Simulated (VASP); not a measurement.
# In3GaP4 (P-43m) in VASP: further runs

In3GaP4 is run at these levels: PBE; tasks: single point, relaxation of cell and atoms.

All numbers are computed with VASP 6.6.1; they aren't measurements. Logs are shortened: lines on timing, memory, paths and dates and some standing lists are left out, and cuts for length are marked.

## 1. The cell of the first run

The structure is cubic, space group P-43m (No. 215). Conventional cell: a = 5.596 Å, b = 5.596 Å, c = 5.596 Å, α = 90.00°, β = 90.00°, γ = 90.00°. In (site symmetry -42m) has 4 P at 2.42 Å within 3.2 Å. Ga (site symmetry -43m) has 4 P at 2.42 Å within 3.2 Å. Within 3.2 Å of P (site symmetry 3m) lie 3 In at 2.42 Å and 1 Ga at 2.42 Å.

## 2. Single point, PBE

Contents of INCAR:

```
PREC = Accurate
ENCUT = 520
EDIFF = 1E-6
ISMEAR = 0
SIGMA = 0.1
LREAL = False
LASPH = True
NELM = 100
ALGO = Normal
ISIF = 2
LWAVE = False
LCHARG = True
GGA = PE
LELF = True
LVHAR = True
NBANDS = 46
```

Contents of KPOINTS:

```
regular mesh
0
Gamma
  4 4 4
```

Contents of POSCAR:

```
In3GaP4
1.0
    5.5956334900      0.0000000000      0.0000000000
    0.0000000000      5.5956334900      0.0000000000
    0.0000000000      0.0000000000      5.5956334900
In Ga P
3 1 4
Direct
    0.0000000000      0.0000000000      0.5000000000
    0.0000000000      0.5000000000      0.0000000000
    0.5000000000      0.0000000000      0.0000000000
    0.5000000000      0.5000000000      0.5000000000
    0.2500000000      0.2500000000      0.2500000000
    0.2500000000      0.7500000000      0.7500000000
    0.7500000000      0.2500000000      0.7500000000
    0.7500000000      0.7500000000      0.2500000000
```

Potentials or basis: VASP PAW PBE potentials, release 64 (In_d, Ga_d, P).

Run with:

```sh
$ cat potpaw_PBE.64/In_d/POTCAR potpaw_PBE.64/Ga_d/POTCAR potpaw_PBE.64/P/POTCAR > POTCAR
$ mpirun -np 1 vasp_std > vasp.out
```

OUTCAR:

```text
PREC = Accurate
   ENCUT = 520
   EDIFF = 1E-6
   ISMEAR = 0
   LREAL = False
   LASPH = True
   NELM = 100
   ISIF = 2
   GGA = PE

 ion  position               nearest neighbor table
   1  0.000  0.000  0.500-   5 2.42   6 2.42   7 2.42   8 2.42   2 3.96   3 3.96   2 3.96   3 3.96
                             2 3.96   2 3.96   3 3.96   3 3.96
   2  0.000  0.500  0.000-   5 2.42   6 2.42   7 2.42   8 2.42   1 3.96   3 3.96   1 3.96   1 3.96
                             3 3.96   1 3.96   3 3.96   3 3.96
   3  0.500  0.000  0.000-   5 2.42   6 2.42   7 2.42   8 2.42   1 3.96   2 3.96   1 3.96   2 3.96
                             1 3.96   2 3.96   1 3.96   2 3.96
   4  0.500  0.500  0.500-   5 2.42   6 2.42   7 2.42   8 2.42
   5  0.250  0.250  0.250-   1 2.42   2 2.42   3 2.42   4 2.42
   6  0.250  0.750  0.750-   1 2.42   2 2.42   3 2.42   4 2.42
   7  0.750  0.250  0.750-   1 2.42   2 2.42   3 2.42   4 2.42
   8  0.750  0.750  0.250-   1 2.42   2 2.42   3 2.42   4 2.42

  LATTYP: Found a simple cubic cell.
 ALAT       =     5.5956334900

  Lattice vectors:

 A1 = (   5.5956334900,   0.0000000000,   0.0000000000)
 A2 = (   0.0000000000,   5.5956334900,   0.0000000000)
 A3 = (   0.0000000000,   0.0000000000,   5.5956334900)

Analysis of symmetry for initial positions (statically):
=====================================================================
 Subroutine PRICEL returns:
 Original cell was already a primitive cell.

 Routine SETGRP: Setting up the symmetry group for a
 simple cubic supercell.

 Subroutine GETGRP returns: Found 24 space group operations
 (whereof 24 operations were pure point group operations)
 out of a pool of 48 trial point group operations.

The static configuration has the point symmetry T_d .

Analysis of symmetry for dynamics (positions and initial velocities):
=====================================================================
 Subroutine PRICEL returns:
 Original cell was already a primitive cell.

 Routine SETGRP: Setting up the symmetry group for a
 simple cubic supercell.

 Subroutine GETGRP returns: Found 24 space group operations
 (whereof 24 operations were pure point group operations)
 out of a pool of 48 trial point group operations.

The dynamic configuration has the point symmetry T_d .

 Subroutine INISYM returns: Found 24 space group operations
 (whereof 24 operations are pure point group operations),
 and found     1 'primitive' translations

----------------------------------------------------------------------------------------

                                     Primitive cell

  volume of cell :     175.2055

  direct lattice vectors                    reciprocal lattice vectors
     5.595633490  0.000000000  0.000000000     0.178710775  0.000000000  0.000000000
     0.000000000  5.595633490  0.000000000     0.000000000  0.178710775  0.000000000
     0.000000000  0.000000000  5.595633490     0.000000000  0.000000000  0.178710775

  length of vectors
     5.595633490  5.595633490  5.595633490     0.178710775  0.178710775  0.178710775

  position of ions in fractional coordinates (direct lattice)
     0.000000000  0.000000000  0.500000000
     0.000000000  0.500000000  0.000000000
     0.500000000  0.000000000  0.000000000
     0.500000000  0.500000000  0.500000000
     0.250000000  0.250000000  0.250000000
     0.250000000  0.750000000  0.750000000
     0.750000000  0.250000000  0.750000000
     0.750000000  0.750000000  0.250000000

  ion indices of the primitive-cell ions
   primitive index   ion index
                 1           1
                 2           2
                 3           3
                 4           4
                 5           5
                 6           6
                 7           7
                 8           8

----------------------------------------------------------------------------------------

 KPOINTS: regular mesh

Automatic generation of k-mesh.
 Grid dimensions read from file:
 generate k-points for:    4    4    4

 Generating k-lattice:

  Cartesian coordinates                     Fractional coordinates (reciprocal lattice)
     0.044677694  0.000000000  0.000000000     0.250000000  0.000000000  0.000000000
     0.000000000  0.044677694  0.000000000     0.000000000  0.250000000  0.000000000
     0.000000000  0.000000000  0.044677694     0.000000000  0.000000000  0.250000000

  Length of vectors
     0.044677694  0.044677694  0.044677694

  Shift w.r.t. Gamma in fractional coordinates (k-lattice)
     0.000000000  0.000000000  0.000000000

 Subroutine IBZKPT returns following result:
 ===========================================

 Found     10 irreducible k-points:

 Following reciprocal coordinates:
            Coordinates               Weight
  0.000000  0.000000  0.000000      1.000000
  0.250000  0.000000  0.000000      6.000000
  0.500000  0.000000  0.000000      3.000000
  0.250000  0.250000  0.000000     12.000000
[... 89 lines left out ...]
     45      10.0961      0.00000
     46      10.0961      0.00000

 k-point     2 :       0.2500    0.0000    0.0000
  band No.  band energies     occupation
      1      -8.6483      2.00000
      2      -8.6483      2.00000
      3      -8.6412      2.00000
      4      -8.5116      2.00000
      5      -8.4964      2.00000
      6      -8.4950      2.00000
[... 38 lines left out ...]
     45      10.9676      0.00000
     46      10.9676      0.00000

 k-point     3 :       0.5000    0.0000    0.0000
  band No.  band energies     occupation
      1      -8.6321      2.00000
      2      -8.6321      2.00000
      3      -8.6046      2.00000
      4      -8.5474      2.00000
      5      -8.4954      2.00000
      6      -8.4934      2.00000
[... 38 lines left out ...]
     45      11.9400      0.00000
     46      11.9476      0.00000

 k-point     4 :       0.2500    0.2500    0.0000
  band No.  band energies     occupation
      1      -8.6373      2.00000
      2      -8.6326      2.00000
      3      -8.6294      2.00000
      4      -8.5269      2.00000
      5      -8.4956      2.00000
      6      -8.4951      2.00000
[... 38 lines left out ...]
     45      10.7610      0.00000
     46      11.4429      0.00000

 k-point     5 :       0.5000    0.2500    0.0000
  band No.  band energies     occupation
      1      -8.6234      2.00000
      2      -8.6223      2.00000
      3      -8.6027      2.00000
      4      -8.5521      2.00000
      5      -8.4956      2.00000
      6      -8.4933      2.00000
[... 38 lines left out ...]
     45      11.3528      0.00000
     46      11.3798      0.00000

 k-point     6 :       0.5000    0.5000    0.0000
  band No.  band energies     occupation
      1      -8.6078      2.00000
      2      -8.6078      2.00000
      3      -8.6074      2.00000
      4      -8.5636      2.00000
      5      -8.4950      2.00000
      6      -8.4926      2.00000
[... 38 lines left out ...]
     45      11.7034      0.00000
     46      11.7086      0.00000

 k-point     7 :       0.2500    0.2500    0.2500
  band No.  band energies     occupation
      1      -8.6267      2.00000
      2      -8.6267      2.00000
      3      -8.6205      2.00000
      4      -8.5415      2.00000
      5      -8.4959      2.00000
      6      -8.4959      2.00000
[... 38 lines left out ...]
     45      10.9550      0.00000
     46      11.8604      0.00000

 k-point     8 :       0.5000    0.2500    0.2500
  band No.  band energies     occupation
      1      -8.6204      2.00000
      2      -8.6169      2.00000
      3      -8.6040      2.00000
      4      -8.5588      2.00000
      5      -8.4971      2.00000
      6      -8.4947      2.00000
[... 38 lines left out ...]
     45      11.5995      0.00000
     46      11.8916      0.00000

 k-point     9 :       0.5000    0.5000    0.2500
  band No.  band energies     occupation
      1      -8.6112      2.00000
      2      -8.6112      2.00000
      3      -8.6110      2.00000
      4      -8.5649      2.00000
      5      -8.4973      2.00000
      6      -8.4953      2.00000
[... 38 lines left out ...]
     45      11.1847      0.00000
     46      11.1869      0.00000

 k-point    10 :       0.5000    0.5000    0.5000
  band No.  band energies     occupation
      1      -8.6146      2.00000
      2      -8.6146      2.00000
      3      -8.6146      2.00000
      4      -8.5665      2.00000
      5      -8.4980      2.00000
      6      -8.4980      2.00000
[... 38 lines left out ...]
     45      10.9053      0.00000
     46      11.0258      0.00000

------------------------ aborting loop because EDIFF is reached ----------------------------------------

  FORCE on cell =-STRESS in cart. coord.  units (eV):
  Direction    XX          YY          ZZ          XY          YZ          ZX
  --------------------------------------------------------------------------------------
  -------------------------------------------------------------------------------------
  Total       13.1832437     13.1832437     13.1832437     -0.0000000      0.0000000      0.0000000
  in kB      120.5549588    120.5549588    120.5549588     -0.0000000      0.0000000      0.0000000
  external PRESSURE =     120.5549588 kB  Pullay stress =       0.0000000 kB

 VOLUME and BASIS-vectors are now :
 -----------------------------------------------------------------------------
  energy-cutoff  :      520.00
  volume of cell :      175.21
      direct lattice vectors                 reciprocal lattice vectors
     5.595633490  0.000000000  0.000000000     0.178710775  0.000000000  0.000000000
     0.000000000  5.595633490  0.000000000     0.000000000  0.178710775  0.000000000
     0.000000000  0.000000000  5.595633490     0.000000000  0.000000000  0.178710775

 POSITION                                       TOTAL-FORCE (eV/Angst)
 -----------------------------------------------------------------------------------
      0.00000      0.00000      2.79782        -0.000000      0.000000     -0.000000
      0.00000      2.79782      0.00000        -0.000000     -0.000000      0.000000
      2.79782      0.00000      0.00000        -0.000000     -0.000000      0.000000
      2.79782      2.79782      2.79782        -0.000000      0.000000     -0.000000
      1.39891      1.39891      1.39891         0.884437      0.884437      0.884437
      1.39891      4.19673      4.19673         0.884437     -0.884437     -0.884437
      4.19673      1.39891      4.19673        -0.884437      0.884437     -0.884437
      4.19673      4.19673      1.39891        -0.884437     -0.884437      0.884437
 -----------------------------------------------------------------------------------
    total drift:                                0.000000      0.000000     -0.000000

  FREE ENERGIE OF THE ION-ELECTRON SYSTEM (eV)
  ---------------------------------------------------
  free  energy   TOTEN  =       -33.0917719410 eV

  energy  without entropy=      -33.0917719410  energy(sigma->0) =      -33.09177194
```

It took 66 s on 1 thread of Intel Xeon Platinum 8488C (Sapphire Rapids), shared host; peak memory 0.29 GiB.

Results:

```yaml
Free_energy: -33.0918 eV
Pressure: 12.1 GPa
Band_gap_on_the_k_mesh: 1.08 eV (least direct gap 1.25 eV)
```

Caveat: the cell stands under pressure; spin-orbit coupling is left out, which moves the levels of the heavy elements. A k mesh can miss the band edges.

## 3. Single point, PBE

This run uses another cell than the first one, of 24.98 Å³/atom.

Contents of INCAR:

```
SYSTEM = In3GaP4
PREC     = Accurate       ! precision mode
ENCUT    = 520            ! plane-wave cutoff, eV
EDIFF    = 1E-6           ! SCF threshold, eV
ISMEAR   = 0              ! smearing method
SIGMA    = 0.1            ! smearing width, eV
LREAL    = .False.        ! projectors in reciprocal space
LASPH    = .True.         ! aspherical terms in the spheres
NELM     = 100            ! most SCF steps
ALGO     = Normal         ! electronic algorithm
ISIF     = 2              ! what is computed and relaxed
LWAVE    = .False.        ! write WAVECAR
LCHARG   = .True.         ! write CHGCAR
GGA      = PE             ! functional
LELF     = .True.         ! ELF
LVHAR    = .True.       
NBANDS   = 46             ! bands
```

Contents of KPOINTS:

```
regular mesh
0
Gamma
  4 4 4
  0 0 0
```

Contents of POSCAR:

```
In3GaP4
1.0
    5.8461726245      0.0000000000      0.0000000000
    0.0000000000      5.8461726245      0.0000000000
    0.0000000000      0.0000000000      5.8461726245
In Ga P
3 1 4
Direct
    0.0000000000      0.0000000000      0.5000000000
    0.0000000000      0.5000000000      0.0000000000
    0.5000000000      0.0000000000      0.0000000000
    0.5000000000      0.5000000000      0.5000000000
    0.2609715978      0.2609715978      0.2609715978
    0.2609715978      0.7390284022      0.7390284022
    0.7390284022      0.2609715978      0.7390284022
    0.7390284022      0.7390284022      0.2609715978
```

Potentials or basis: VASP PAW PBE potentials, release 64 (In_d, Ga_d, P).

Run with:

```sh
$ cat potpaw_PBE.64/In_d/POTCAR potpaw_PBE.64/Ga_d/POTCAR potpaw_PBE.64/P/POTCAR > POTCAR
$ mpirun -np 1 vasp_std > vasp.out
```

Run time: 78 s. Hardware: 1 thread of Intel Xeon Platinum 8488C (Sapphire Rapids), shared host; peak memory 0.37 GiB.

Results (log left out):

| Item | Value |
| --- | --- |
| Free energy | -34.2078 eV |
| Pressure | -0.1 GPa |
| Largest force | 0.019 eV/Å |
| Band gap on the k mesh | 0.61 eV |

Forces in eV/Å, atoms in the order of the input:
```
In   0.000  0.000  0.000
In   0.000  0.000  0.000
In   0.000  0.000  0.000
Ga   0.000  0.000  0.000
P   -0.011 -0.011 -0.011
P   -0.011  0.011  0.011
P    0.011 -0.011  0.011
P    0.011  0.011 -0.011
```

Levels at points of the mesh, in eV from the valence-band top:
```csv
k point,band 34,band 35,band 36,band 37,band 38,band 39
"(0.00, 0.00, 0.00)",0.00,0.00,0.00,0.61,1.84,1.84
"(0.50, 0.00, 0.00)",-1.50,-1.18,-1.18,2.40,2.42,3.07
"(0.50, 0.50, 0.00)",-1.12,-1.00,-0.68,2.65,2.67,3.20
"(0.50, 0.50, 0.50)",-0.83,-0.71,-0.71,1.04,1.52,1.52
```

Caveat: semilocal functionals underestimate gaps, and a narrow one can read as zero; spin-orbit coupling is left out, which moves the levels of the heavy elements. A k mesh can miss the band edges.

## 4. Single point, PBE

This run uses another cell than the first one, of 24.98 Å³/atom.

Contents of INCAR:

```
PREC = Accurate ; ENCUT = 520
EDIFF = 1E-7 ; ISMEAR = 0
SIGMA = 0.02 ; LREAL = F
LASPH = T ; NELM = 60
ALGO = Normal ; ISIF = 2
LWAVE = F ; LCHARG = F
GGA = PE ; NBANDS = 46
```

Contents of KPOINTS:

```
Automatic mesh
0
Gamma
  6 6 6
```

POSCAR is that of step 3.

Run with:

```sh
$ cat potpaw_PBE.64/In_d/POTCAR potpaw_PBE.64/Ga_d/POTCAR potpaw_PBE.64/P/POTCAR > POTCAR
$ mpirun -np 1 vasp_std > vasp.out
```

Wall time 2.4 min (1 thread of Intel Xeon Platinum 8488C (Sapphire Rapids), shared host); peak memory 0.42 GiB.

It converged, with:

- Free energy: -34.2195 eV
- Pressure: -0.1 GPa
- Largest force: 0.019 eV/Å
- Band gap on the k mesh: 0.61 eV

Forces in eV/Å, atoms in the order of the input:
```
In   0.000  0.000  0.000
In   0.000  0.000  0.000
In   0.000  0.000  0.000
Ga   0.000  0.000  0.000
P   -0.011 -0.011 -0.011
P   -0.011  0.011  0.011
P    0.011 -0.011  0.011
P    0.011  0.011 -0.011
```

Levels at points of the mesh, in eV from the valence-band top:
```tsv
k point	band 33	band 34	band 35	band 36	band 37	band 38	band 39	band 40
(0.00, 0.00, 0.00)	-2.14	0.00	0.00	0.00	0.61	1.84	1.84	1.84
(0.50, 0.00, 0.00)	-1.50	-1.50	-1.18	-1.18	2.40	2.42	3.07	3.25
(0.50, 0.50, 0.00)	-1.12	-1.12	-1.00	-0.68	2.65	2.67	3.20	3.20
(0.50, 0.50, 0.50)	-0.83	-0.83	-0.71	-0.71	1.04	1.52	1.52	1.52
```

Caveat: semilocal functionals underestimate gaps, and a narrow one can read as zero; spin-orbit coupling is left out, which moves the levels of the heavy elements.

## 5. Relaxation of cell and atoms, PBE

Contents of INCAR:

```
SYSTEM = In3GaP4
  ALGO = Normal
  EDIFF = 1E-6
  EDIFFG = -0.04
  ENCUT = 600
  GGA = PE
  IBRION = 2
  ISIF = 3
  ISMEAR = 0
  LASPH = .True.
  LCHARG = .False.
  LREAL = .False.
  LWAVE = .False.
  NELM = 80
  NSW = 90
  PREC = Accurate
  SIGMA = 0.1
```

Contents of KPOINTS:

```
k-points
0
Gamma
  4 4 4
  0 0 0
```

Contents of POSCAR:

```
In3GaP4
1.0
    5.5956334900      0.0000000000      0.0000000000
    0.0000000000      5.5956334900      0.0000000000
    0.0000000000      0.0000000000      5.5956334900
In Ga P
3 1 4
Direct
    0.0000000000      0.0000000000      0.5000000000
    0.0000000000      0.5000000000      0.0000000000
    0.5000000000      0.0000000000      0.0000000000
    0.5000000000      0.5000000000      0.5000000000
    0.2500000000      0.2500000000      0.2500000000
    0.2500000000      0.7500000000      0.7500000000
    0.7500000000      0.2500000000      0.7500000000
    0.7500000000      0.7500000000      0.2500000000
```

Run with:

```sh
$ cat potpaw_PBE.64/In_d/POTCAR potpaw_PBE.64/Ga_d/POTCAR potpaw_PBE.64/P/POTCAR > POTCAR
$ mpirun -np 1 vasp_std > vasp.out
```

Run time: 5.9 min. Hardware: 1 thread of Intel Xeon Platinum 8488C (Sapphire Rapids), shared host; peak memory 0.39 GiB.

Results (log left out):

```yaml
Free_energy: -34.2035 eV
Relaxed_volume: 25.01 Å³/atom
Relaxed_cell: a = 5.849 Å, b = 5.849 Å, c = 5.849 Å, α = 90.00°, β = 90.00°, γ = 90.00°
Space_group_after_relaxing_to_0.1_Å: P-43m (No. 215)
Energy_gained_by_relaxing: 138.9 meV/atom
Ionic_steps: 8
Pressure_after_relaxing: -0.2 GPa
Band_gap_on_the_k_mesh: 0.61 eV
```

The path:
```
step  energy change (eV)  largest force (eV/Å)  pressure (GPa)  volume (Å³)
   1              0.0000                1.5316           12.08       175.21
   2             -0.7463                0.2039           -4.83       220.49
   3             -1.0344                0.5745           -0.64       202.55
   4             -1.0343                0.5894           -0.47       201.97
   5             -1.0878                0.3442           -0.16       200.48
   6             -1.1108                0.0077            0.30       198.67
   7             -1.1108                0.0239            0.27       198.75
   8             -1.1113                0.0117           -0.15       200.07
```

Final structure:
```xyz
8
Lattice="5.8487 0.0000 0.0000 0.0000 5.8487 0.0000 0.0000 0.0000 5.8487" Properties=species:S:1:pos:R:3 pbc="T T T"
In    0.0000    0.0000    2.9244
In    0.0000    2.9244    0.0000
In    2.9244    0.0000    0.0000
Ga    2.9244    2.9244    2.9244
P     1.5259    1.5259    1.5259
P     1.5259    4.3228    4.3228
P     4.3228    1.5259    4.3228
P     4.3228    4.3228    1.5259
```

Levels at points of the mesh, in eV from the valence-band top:
```tsv
k point	band 34	band 35	band 36	band 37	band 38	band 39
(0.00, 0.00, 0.00)	0.00	0.00	0.00	0.61	1.84	1.84
(0.50, 0.00, 0.00)	-1.49	-1.18	-1.18	2.39	2.42	3.07
(0.50, 0.50, 0.00)	-1.12	-1.00	-0.68	2.64	2.66	3.20
(0.50, 0.50, 0.50)	-0.83	-0.71	-0.71	1.03	1.51	1.51
```

Caveat: semilocal functionals underestimate gaps, and a narrow one can read as zero; spin-orbit coupling is left out, which moves the levels of the heavy elements.

## 6. Summary

| task | cell | k mesh | cutoff (eV) | smearing | gap on the mesh (eV) | pressure (GPa) | largest force (eV/Å) |
| --- | --- | --- | --- | --- | --- | --- | --- |
| single point | a = 5.596 Å, 8 atoms, atomic positions A | 4 × 4 × 4 | 520 | gaussian 0.1 eV | 1.08 | 12.1 | - |
| single point | a = 5.846 Å, 8 atoms, atomic positions B | 4 × 4 × 4 | 520 | gaussian 0.1 eV | 0.61 | -0.1 | 0.02 |
| single point | a = 5.846 Å, 8 atoms, atomic positions B | 6 × 6 × 6 | 520 | gaussian 0.02 eV | 0.61 | -0.1 | 0.02 |
| relaxation of cell and atoms | relaxed from a = 5.596 Å, 8 atoms, atomic positions A | 4 × 4 × 4 | 600 | gaussian 0.1 eV | 0.61 | -0.2 | - |

Alike in all rows: level PBE; potentials or basis VASP PAW PBE potentials, release 64 (In_d, Ga_d, P); no spin polarisation.

Caveats: spin-orbit coupling is left out, which moves the levels of the heavy elements; semilocal functionals underestimate gaps, and a narrow one can read as zero (at least some runs); the cell stands under pressure (at least some runs).

Absolute energies hang on the potentials; compare differences alone.
